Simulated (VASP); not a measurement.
Wanted: the native input for a VASP 6.6.1 run.

| Quantity | Value |
| --- | --- |
| Task | single point |
| Functional | PBE |
| Potentials or basis | VASP PAW PBE potentials, release 64 (Br) |
| Cutoff | 520 eV |
| k mesh | 13 × 13 × 13 |
| Occupations | fermi-dirac, width 0.1 eV |
| Spin | no spin polarisation |
| Dipole correction | no |
| k mesh for the DOS | 20 × 20 × 20 |
| Occupations for the DOS | tetrahedron |
| Further INCAR settings | ALGO = Normal; EDIFF = 1e-06 |

Br:

```
Br
1.0
    -2.85060    2.85060    1.95019
     2.85060   -2.85060    1.95019
     2.85060    2.85060   -1.95019
Br
2
Cartesian
  0.0000 -1.4253 -0.4875
  0.0000 1.4253 0.4875
```

One way to write it, as run:

POSCAR

```
Br
1.0
   -2.8505974029      2.8505974029      1.9501893662
    2.8505974029     -2.8505974029      1.9501893662
    2.8505974029      2.8505974029     -1.9501893662
Br
2
Direct
   -0.3750000000     -0.1250000000     -0.2500000000
    0.3750000000      0.1250000000      0.2500000000
```

INCAR.step1

```
SYSTEM = Br
  ALGO = Normal
  EDIFF = 1E-6
  ENCUT = 520
  GGA = PE
  ISIF = 2
  ISMEAR = -1
  LASPH = .True.
  LCHARG = .True.
  LREAL = .False.
  LWAVE = .False.
  NBANDS = 14
  NELM = 100
  PREC = Accurate
  SIGMA = 0.1
```

KPOINTS.step1

```
k-points
0
Gamma
  13 13 13
  0 0 0
```

INCAR.step2

```
SYSTEM = Br
  ALGO = Normal
  EDIFF = 1E-6
  ENCUT = 520
  GGA = PE
  ICHARG = 11
  ISIF = 2
  ISMEAR = -5
  LASPH = .True.
  LCHARG = .False.
  LORBIT = 11
  LREAL = .False.
  LWAVE = .False.
  NEDOS = 2001
  NELM = 100
  PREC = Accurate
  SIGMA = 0.1
```

KPOINTS.step2

```
k-points
0
Gamma
  20 20 20
  0 0 0
```

Potentials or basis: VASP PAW PBE potentials, release 64 (Br).

Run with:

```console
$ cat potpaw_PBE.64/Br/POTCAR > POTCAR
$ cp INCAR.step1 INCAR
$ cp KPOINTS.step1 KPOINTS
$ mpirun -np 1 vasp_std > vasp.out
$ cp INCAR.step2 INCAR
$ cp KPOINTS.step2 KPOINTS
$ mpirun -np 1 vasp_std > vasp.out
```

It gave:

```
Valence electrons inside the program's atomic spheres : Br 4.68
```

It took 3.4 min on 1 thread of Intel(R) Xeon(R) Platinum 8488C (Sapphire Rapids), with other jobs on the host, peak memory 0.5 GiB.
